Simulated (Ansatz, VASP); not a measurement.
One calculation of YMg2O2, two programs

Contents of INCAR:

```
SYSTEM = YMg2O2
PREC = Accurate
ENCUT = 520
EDIFF = 1E-7
ISMEAR = 0
SIGMA = 0.1
LREAL = .FALSE.
LASPH = .TRUE.
NELM = 100
ALGO = Normal
ISIF = 2
LWAVE = .FALSE.
LCHARG = .FALSE.
GGA = PE
NBANDS = 22
```

Contents of KPOINTS:

```
Automatic mesh
0
G
  6 6 2
  0 0 0
```

Contents of POSCAR:

```
YMg2O2
1.0
    3.3972738100      0.0000000000      0.0000000000
   -1.6986369100      2.9421254200      0.0000000000
    0.0000000000      0.0000000000      8.1187838700
Y Mg O
1 2 2
Direct
    0.0000000000      0.0000000000      0.0000000000
    0.3333333300      0.6666666700      0.8393404500
    0.6666666700      0.3333333300      0.1606595500
    0.6666666700      0.3333333300      0.6563972800
    0.3333333300      0.6666666700      0.3436027200
```

Input for Ansatz:

```yaml
crystal:
  lattice:
    - [3.39727381, 0.0, 0.0]
    - [-1.69863691, 2.94212542, 0.0]
    - [0.0, 0.0, 8.11878387]
  atoms:
    - { symbol: "Y", position: [0.0, 0.0, 0.0] }
    - { symbol: Mg, position: [0.33333333, 0.66666667, 0.83934045] }
    - { symbol: Mg, position: [0.66666667, 0.33333333, 0.16065955] }
    - { symbol: O, position: [0.66666667, 0.33333333, 0.65639728] }
    - { symbol: O, position: [0.33333333, 0.66666667, 0.34360272] }
basis:
  ecutwfc: 420
kpoints:
  mp_grid: { grid: [6, 6, 2] }
hamiltonian:
  xc: pbe
scf:
  occupations: { method: gaussian, width: 0.1 }
  lower_state_search: "off"
output:
  forces: true
  stress: true
  eigenvalues: true
```

Change from the starting cell: species swapped into the La2PBr2 type (P-3m1, No. 164).

Alike in both runs: task single point; functional PBE; k mesh 6 × 6 × 2; occupations gaussian, width 0.1 eV; no spin polarisation.

|  | VASP | Ansatz |
| --- | --- | --- |
| version | VASP 6.6.1 | Ansatz 0.2.0 |
| potentials or method | VASP PAW PBE potentials, release 64 (Y_sv, Mg, O), cutoff 520 eV | scalar-relativistic, plane waves, PAW |
| valence electrons in the cell | 27 | 43 |

Ansatz gave:

| Property | Result |
| --- | --- |
| gap on the k mesh at the Fermi level (eV) | none |
| pressure (GPa) | 21.5 |
| traceless stress, the component that is largest in VASP (GPa) | -24.68 |
| rms of the force components (eV/Å) | 4.294 |

Q: Which values does VASP return?

A: gap on the k mesh at the Fermi level (eV): none; pressure (GPa): 21.7; traceless stress, the component that is largest in VASP (GPa): -24.77; rms of the force components (eV/Å): 4.296.

Atom by atom the forces differ by 0.006 eV/Å (rms over components). A gap of «none» marks a metal or a gap that the smearing closes. VASP's potentials hold 27 valence electrons a cell and Ansatz's 43, so a difference there can come from the potentials and not from the codes.

The k mesh is coarse, so the values compare programs but aren't converged.
